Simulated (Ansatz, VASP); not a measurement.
**Two plane-wave programs on Mo**

Contents of POSCAR:

```
Mo
1.0
    0.0000000000      2.8991418834      2.8991418834
    2.8991418834      0.0000000000      2.8991418834
    2.8991418834      2.8991418834      0.0000000000
Mo
2
Direct
    0.1250000000      0.1250000000      0.1250000000
    0.8750000000      0.8750000000      0.8750000000
```

File INCAR.step1:

```
SYSTEM = Mo
PREC = Accurate ; ENCUT = 520
ISMEAR = -1 ; SIGMA = 0.1
LREAL = .False. ; LASPH = .True.
NELM = 60 ; NBANDS = 21
GGA = PE ; ALGO = Normal
EDIFF = 1E-4 ; LWAVE = .True.
LCHARG = .False.
```

The input INCAR.step2:

```
SYSTEM = Mo
PREC = Accurate ; ENCUT = 520
EDIFF = 1E-6 ; ISMEAR = -1
SIGMA = 0.1 ; LREAL = .False.
LASPH = .True. ; NELM = 60
ALGO = Normal ; ISIF = 2
LWAVE = .False. ; LCHARG = .False.
METAGGA = R2SCAN ; LMIXTAU = .True.
NBANDS = 21 ; ISTART = 1
```

Contents of KPOINTS:

```
regular mesh
0
Gamma
  11 11 11
  0 0 0
```

Input for Ansatz:

```yaml
crystal:
  lattice:
    - [0.0, 2.8991418834, 2.8991418834]
    - [2.8991418834, 0.0, 2.8991418834]
    - [2.8991418834, 2.8991418834, 0.0]
  atoms:
    - { symbol: Mo, position: [0.125, 0.125, 0.125] }
    - { symbol: Mo, position: [0.875, 0.875, 0.875] }
hamiltonian:
  xc: r2scan
  pseudopotentials:
    kind: paw
    azcp:
      Mo: "pseudopotentials/Mo.paw.azcp"
basis:
  ecutwfc: 500
  fft_grid_basis: typed
kpoints:
  mp_grid: { grid: [11, 11, 11], shift: [0, 0, 0] }
magnetization:
  spin_polarized: false
scf:
  occupations: { method: fermi_dirac, width: 0.1 }
  lower_state_search: "off"
output:
  stress: true
```

Alike in both runs: task single point; functional r2SCAN; k mesh 11 × 11 × 11; occupations fermi-dirac, width 0.1 eV; no spin polarisation.

|  | VASP | Ansatz |
| --- | --- | --- |
| version | VASP 6.6.1 | Ansatz 0.2.0 |
| potentials or method | VASP PAW PBE potentials, release 64 (Mo_sv), cutoff 520 eV | plane waves (500 eV) with PAW, scalar-relativistic |
| valence electrons in the cell | 28 | 28 |

|  | VASP | Ansatz | Ansatz less VASP |
| --- | --- | --- | --- |
| pressure (GPa) | -6.7 | -7.2 | -0.53 |

VASP's potentials were made for PBE, not for r2SCAN. With one functional, cell and mesh, what is left measures potentials, basis and numerics.
